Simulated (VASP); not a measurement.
Here is a VASP 6.6.1 calculation.

The input INCAR:

```
SYSTEM = CuPd6
ALGO = Normal
DIPOL = 0.5 0.5 0.487
EDIFF = 1E-6
ENCUT = 520
IDIPOL = 3
ISIF = 2
ISMEAR = 0
LASPH = .TRUE.
LCHARG = .FALSE.
LDIPOL = .TRUE.
LREAL = .FALSE.
LWAVE = .FALSE.
NBANDS = 44
NELM = 60
PREC = Accurate
SIGMA = 0.1
```

File KPOINTS:

```
k-points
0
G
  11 8 1
  0 0 0
```

File POSCAR:

```
CuPd6
1.0
    2.7145474431      0.0000000000      0.0000000000
    0.0000000000      3.8389498098      0.0000000000
    0.0000000000      0.0000000000     25.7863686078
Pd Cu
6 1
Direct
    0.5000000000      0.5000000000      0.3296315247
    0.0000000000      0.0000000000      0.3822668430
    0.5000000000      0.5000000000      0.4349021614
    0.0000000000      0.0000000000      0.4882470115
    0.5000000000      0.5000000000      0.5400260560
    0.0000000000      0.0000000000      0.5967090808
    0.5000000000      0.5000000000      0.6356412094
```

Potentials or basis: VASP PAW LDA potentials, release 64 (Pd, Cu).

Command:

```sh
$ cat potpaw_LDA.64/Pd/POTCAR potpaw_LDA.64/Cu/POTCAR > POTCAR
$ mpirun -np 1 vasp_std > vasp.out
```

(1) Predict the band gap on the k mesh.

(2) Predict the largest force.

## Answers

(1) zero (an odd number of electrons rules out a gap without spin polarisation).

(2) 0.583 eV/Å.
